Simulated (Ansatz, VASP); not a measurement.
**One calculation of Sb, two programs**

INCAR

```
PREC = Accurate ; ENCUT = 520
EDIFF = 1E-8 ; ISMEAR = -1
SIGMA = 0.05 ; LREAL = F
LASPH = T ; NELM = 100
ALGO = Normal ; ISIF = 2
LWAVE = F ; LCHARG = F
GGA = PE ; LEFG = T
NBANDS = 12
```

Contents of KPOINTS:

```
regular mesh
0
Gamma
  9 9 9
```

Contents of POSCAR:

```
Sb
1.0
    2.1506003320      1.2416496806      3.7440000000
   -2.1506003320      1.2416496806      3.7440000000
    0.0000000000     -2.4832993611      3.7440000000
Sb
2
Direct
    0.2336400000      0.2336400000      0.2336400000
    0.7795167234      0.7660934947      0.7611802520
```

Input for Ansatz:

```yaml
crystal:
  lattice:
    - [2.150600332, 1.2416496806, 3.744]
    - [-2.150600332, 1.2416496806, 3.744]
    - [0.0, -2.4832993611, 3.744]
  atoms:
    - { symbol: Sb, position: [0.23364, 0.23364, 0.23364] }
    - { symbol: Sb, position: [0.7795167234, 0.7660934947, 0.761180252] }
kpoints:
  mp_grid: { grid: [9, 9, 9] }
scf:
  occupations: { method: fermi_dirac, width: 0.05 }
hamiltonian:
  xc: pbe
  pseudopotentials: { kind: paw }
output:
  forces: true
  stress: true
  eigenvalues: true
  efg: { contact_densities: true }
```

Alike in both runs: task electric field gradients; functional PBE; k mesh 9 × 9 × 9; occupations fermi-dirac, width 0.05 eV; no spin polarisation.

|  | VASP | Ansatz |
| --- | --- | --- |
| version | VASP 6.6.1 | Ansatz 0.2.0 |
| potentials or method | VASP PAW PBE potentials, release 64 (Sb) | PAW with Ansatz's default frozen-core files, scalar-relativistic |
| plane-wave cutoff (eV) | 520 | 420 |
| valence electrons in the cell | 10 | 30 |

```tsv
	VASP	Ansatz	Ansatz less VASP
pressure (GPa)	3.7	3.6	-0.09
traceless stress, the component that is largest in VASP (GPa)	0.42	0.41	-0.011
rms of the force components (eV/Å)	0.256	0.228	-0.0280
size of Vzz on the site where it differs most (V/Å²)	51.8	56.4	+4.59
```

Atom by atom the forces differ by 0.029 eV/Å (rms over components). VASP's potentials hold 10 valence electrons a cell and Ansatz's 30, so a difference there can come from the potentials and not from the codes.

Spin-orbit coupling is off throughout.
